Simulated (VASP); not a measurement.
A run of VASP 6.6.1 is set up as follows.

Contents of INCAR:

```
PREC = Accurate ; ENCUT = 520
EDIFF = 1E-7 ; ISMEAR = 0
SIGMA = 0.05 ; LREAL = F
LASPH = T ; NELM = 100
ALGO = Normal ; ISIF = 2
LWAVE = F ; LCHARG = F
GGA = PE ; NBANDS = 11
```

Contents of KPOINTS:

```
Automatic mesh
0
Gamma
  12 12 12
```

File POSCAR:

```
BN
1.0
    0.0000000000      1.8401960150      1.7858059850
    1.8401960150      0.0000000000      1.7858059850
    1.8401960150      1.8401960150      0.0000000000
B N
1 1
Direct
    0.0000000000      0.0000000000      0.0000000000
    0.7500000000      0.7500000000      0.7500000000
```

Potentials or basis: VASP PAW PBE potentials, release 64 (B, N).

Launch:

```console
$ cat potpaw_PBE.64/B/POTCAR potpaw_PBE.64/N/POTCAR > POTCAR
$ mpirun -np 1 vasp_std > vasp.out
```

(1) What does it give for the pressure?

(2) Predict the band gap on the k mesh.

Results:

(1) -5.5 GPa.

(2) 3.92 eV, indirect (least direct gap 8.39 eV).

Caveat: the cell differs from its parent crystal (strain +0.015 along x and y, -0.015 along z).
